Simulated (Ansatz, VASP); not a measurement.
**One calculation of KB3H8, two programs**

File POSCAR:

```
KB3H8
1.0
    3.6250964600     -3.9865268800      0.0000000000
    3.6250964600      3.9865268800      0.0000000000
    0.0000000000      0.0000000000      8.0437591100
K B H
2 6 16
Direct
    0.6654820200      0.3345179800      0.7500000000
    0.3345179800      0.6654820200      0.2500000000
    0.2826579900      0.7173420100      0.6383126600
    0.7173420100      0.2826579900      0.1383126600
    0.7173420100      0.2826579900      0.3616873400
    0.2826579900      0.7173420100      0.8616873400
    0.0911184500      0.9088815500      0.7500000000
    0.9088815500      0.0911184500      0.2500000000
    0.2039774300      0.5147355500      0.5871468300
    0.7960225700      0.4852644500      0.0871468300
    0.5147355500      0.2039774300      0.4128531700
    0.4852644500      0.7960225700      0.9128531700
    0.7960225700      0.4852644500      0.4128531700
    0.2039774300      0.5147355500      0.9128531700
    0.4852644500      0.7960225700      0.5871468300
    0.5147355500      0.2039774300      0.0871468300
    0.1387632700      0.8612367300      0.5738030400
    0.8612367300      0.1387632700      0.0738030400
    0.8612367300      0.1387632700      0.4261969600
    0.1387632700      0.8612367300      0.9261969600
    0.8700952900      0.8508652500      0.7500000000
    0.1299047100      0.1491347500      0.2500000000
    0.8508652500      0.8700952900      0.2500000000
    0.1491347500      0.1299047100      0.7500000000
```

INCAR.step1

```
ALGO     = Normal         # electronic algorithm
EDIFF    = 1E-5           # SCF threshold, eV
ENCUT    = 520            # plane-wave cutoff, eV
GGA      = PE             # functional
ISIF     = 2              # what is computed and relaxed
ISMEAR   = -1             # smearing method
LASPH    = T              # aspherical terms in the spheres
LCHARG   = F              # write CHGCAR
LREAL    = Auto         
LWAVE    = T              # write WAVECAR
NBANDS   = 44             # bands
NELM     = 80             # most SCF steps
PREC     = Accurate       # precision mode
SIGMA    = 0.02           # smearing width, eV
```

INCAR.step2

```
ALGO     = Normal         # electronic algorithm
EDIFF    = 1E-6           # SCF threshold, eV
ENCUT    = 520            # plane-wave cutoff, eV
GGA      = PE             # functional
HFSCREEN = 0.2079         # screening, 1/A
ISIF     = 2              # what is computed and relaxed
ISMEAR   = -1             # smearing method
ISTART   = 1            
LASPH    = T              # aspherical terms in the spheres
LCHARG   = F              # write CHGCAR
LHFCALC  = T              # exact exchange
LREAL    = Auto         
LWAVE    = F              # write WAVECAR
NBANDS   = 44             # bands
NELM     = 80             # most SCF steps
PREC     = Accurate       # precision mode
PRECFOCK = Fast         
SIGMA    = 0.02           # smearing width, eV
```

Contents of KPOINTS:

```
k-points
0
Gamma
  2 2 2
```

Input for Ansatz:

```yaml
crystal:
  lattice:
    - [3.62509646, -3.98652688, 0.0]
    - [3.62509646, 3.98652688, 0.0]
    - [0.0, 0.0, 8.04375911]
  atoms:
    - { symbol: K, position: [0.66548202, 0.33451798, 0.75] }
    - { symbol: K, position: [0.33451798, 0.66548202, 0.25] }
    - { symbol: B, position: [0.28265799, 0.71734201, 0.63831266] }
    - { symbol: B, position: [0.71734201, 0.28265799, 0.13831266] }
    - { symbol: B, position: [0.71734201, 0.28265799, 0.36168734] }
    - { symbol: B, position: [0.28265799, 0.71734201, 0.86168734] }
    - { symbol: B, position: [0.09111845, 0.90888155, 0.75] }
    - { symbol: B, position: [0.90888155, 0.09111845, 0.25] }
    - { symbol: H, position: [0.20397743, 0.51473555, 0.58714683] }
    - { symbol: H, position: [0.79602257, 0.48526445, 0.08714683] }
    - { symbol: H, position: [0.51473555, 0.20397743, 0.41285317] }
    - { symbol: H, position: [0.48526445, 0.79602257, 0.91285317] }
    - { symbol: H, position: [0.79602257, 0.48526445, 0.41285317] }
    - { symbol: H, position: [0.20397743, 0.51473555, 0.91285317] }
    - { symbol: H, position: [0.48526445, 0.79602257, 0.58714683] }
    - { symbol: H, position: [0.51473555, 0.20397743, 0.08714683] }
    - { symbol: H, position: [0.13876327, 0.86123673, 0.57380304] }
    - { symbol: H, position: [0.86123673, 0.13876327, 0.07380304] }
    - { symbol: H, position: [0.86123673, 0.13876327, 0.42619696] }
    - { symbol: H, position: [0.13876327, 0.86123673, 0.92619696] }
    - { symbol: H, position: [0.87009529, 0.85086525, 0.75] }
    - { symbol: H, position: [0.12990471, 0.14913475, 0.25] }
    - { symbol: H, position: [0.85086525, 0.87009529, 0.25] }
    - { symbol: H, position: [0.14913475, 0.12990471, 0.75] }
  symmetry: { tolerance: 0.0003 }
hamiltonian:
  xc: hse06
  pseudopotentials: { kind: paw, azcp: { folder: soft_1 } }
basis:
  ecutwfc: 420
magnetization:
  spin_polarized: false
scf:
  occupations: { method: fermi_dirac, width: 0.02 }
kpoints:
  mp_grid: { grid: [2, 2, 2], shift: [0, 0, 0] }
  band_path:
    path:
      - [0.0, 0.0, 0.0]
      - [-0.5, 0.5, 0.0]
      - [-0.45672345, 0.54327655, 0.0]
      - [0.45672345, 0.45672345, 0.0]
      - [0.0, 0.0, 0.0]
      - [0.0, 0.0, 0.5]
      - [0.45672345, 0.45672345, 0.5]
      - [-0.45672345, 0.54327655, 0.5]
      - [-0.5, 0.5, 0.5]
      - [-0.5, 0.5, 0.0]
      - [0.0, 0.0, 0.0]
    npoints: 1
output:
  forces: true
  stress: true
  eigenvalues: true
  bader: true
  populations: true
  elf: true
  write_potential: true
  write_density: true
  volumetric_format: npy
  dos:
    e_range: [-12, 8]
    de: 0.05
    projected: { site_lists: { B: [B], H: [H], K: [K] } }
    method: { smearing: { sigma: 0.1, scheme: gaussian } }
```

Alike in both runs: task single point; functional HSE06; k mesh 2 × 2 × 2; occupations fermi-dirac, width 0.02 eV; no spin polarisation.

|  | VASP | Ansatz |
| --- | --- | --- |
| version | VASP 6.6.1 | Ansatz 0.2.0 |
| potentials or method | VASP PAW PBE potentials, release 64 (K_sv, B, H), cutoff 520 eV | PAW plane waves |
| valence electrons in the cell | 52 | 52 |

|  | VASP | Ansatz | Ansatz less VASP |
| --- | --- | --- | --- |
| gap on the k mesh at the Fermi level (eV) | 7.00 | 7.00 | 0.000 |
| pressure (GPa) | 0.4 | 0.4 | +0.08 |
| traceless stress, the component that is largest in VASP (GPa) | 0.18 | 0.18 | -0.001 |
| rms of the force components (eV/Å) | 0.025 | 0.023 | -0.0023 |

Atom by atom the forces differ by 0.010 eV/Å (rms over components). Ansatz's warnings: stress exchange threshold loose, stress scf threshold loose.

The k mesh is coarse, so the values compare programs but aren't converged.
